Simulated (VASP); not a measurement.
Be2PbO3:

```
Be Pb O
1.0
     3.19663    0.00000    0.00000
    -1.59832    2.76837    0.00000
     0.00000    0.00000    7.90613
Be Pb O
2 1 3
Direct
  0.33333 0.66667 0.67902
  0.66667 0.33333 0.32098
  0.00000 0.00000 0.00000
  0.33333 0.66667 0.14299
  0.66667 0.33333 0.85701
  0.00000 0.00000 0.50000
```

- Program: VASP 6.6.1
- Task: relaxation of cell and atoms
- Functional: PBEsol
- Potentials or basis: VASP PAW PBE potentials, release 64 (Be, Pb_d, O)
- Cutoff: 600 eV
- k mesh: 9 × 9 × 4
- Occupations: fermi-dirac, width 0.03 eV
- Spin: no spin polarisation

At the start: pressure 12.5 GPa; volume 11.66 Å³/atom.

**Question.** Where does the relaxation end?

**Answer.** Over 14 steps the energy falls by 1223.3 meV/atom and the volume is 9.26 Å³/atom (-20.6 %); space group P-3m1 (No. 164, to 0.05 Å).

The path:
| step | energy change (eV) | largest force (eV/Å) | pressure (GPa) | volume (Å³) |
| --- | --- | --- | --- | --- |
| 1 | 0.0000 | 6.6652 | 12.45 | 69.96 |
| 2 | -2.9674 | 2.5133 | -19.09 | 79.45 |
| 3 | -2.9895 | 2.2281 | -20.34 | 80.17 |
| 4 | -5.7433 | 1.2267 | -16.35 | 66.91 |
| 5 | -6.6383 | 1.2092 | -1.64 | 57.25 |
| 6 | -7.2460 | 0.5930 | 5.18 | 54.07 |
| 7 | -7.2461 | 0.5823 | 5.46 | 53.97 |
| 8 | -7.3137 | 0.3301 | -3.62 | 56.74 |
| 9 | -7.3198 | 0.3475 | -1.78 | 56.10 |
| 10 | -7.3380 | 0.0976 | -0.14 | 55.60 |
| 11 | -7.3387 | 0.0599 | 0.28 | 55.48 |
| 12 | -7.3398 | 0.0197 | -0.03 | 55.60 |
| 13 | -7.3398 | 0.0205 | -0.06 | 55.61 |
| 14 | -7.3398 | 0.0013 | 0.01 | 55.58 |

Final structure:
```xyz
6
Lattice="2.8823 0.0000 0.0000 -1.4411 2.4961 0.0000 0.0000 0.0000 7.7252" Properties=species:S:1:pos:R:3 pbc="T T T"
Be    0.0000    1.6641    4.9148
Be    1.4411    0.8320    2.8103
Pb    0.0000    0.0000    0.0000
O     0.0000    1.6641    1.9197
O     1.4411    0.8320    5.8054
O     0.0000    0.0000    3.8626
```

Caveat: the volume moved by over 15 % at a fixed basis, so the end points are rough; the PAW data sets were made with another functional, which shifts forces and pressure a little.
